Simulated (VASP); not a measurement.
CuO, 4 atoms in the cell. The typed cell holds 4 atoms: a = 2.880 Å, b = 2.880 Å, c = 5.176 Å, α = 89.81°, β = 89.81°, γ = 89.22°. 

```yaml
Program: VASP 6.6.1
Task: single point
Functional: PBEsol
Potentials_or_basis: VASP PAW PBE potentials, release 64 (Cu, O)
Cutoff: 520 eV
k_mesh: 14 × 14 × 8
Occupations: fermi-dirac, width 0.1 eV
Spin: no spin polarisation
Dipole_correction: no
Further_INCAR_settings: ALGO = Fast; EDIFF = 1e-06; NBANDS = 25
```

Potentials or basis: VASP PAW PBE potentials, release 64 (Cu, O).

Run with:

```console
$ cat potpaw_PBE.64/Cu/POTCAR potpaw_PBE.64/O/POTCAR > POTCAR
$ mpirun -np 1 vasp_std > vasp.out
```

Hardware: 1 thread of Oxide Virtual Turin-like Processor, on a shared host.

**Question.** Estimate the wall time of this run.

**Answer.** It took 27 min on 1 thread of Oxide Virtual Turin-like Processor (shared host), peak memory 0.69 GiB. Counts: scf iterations 16, k points 788.
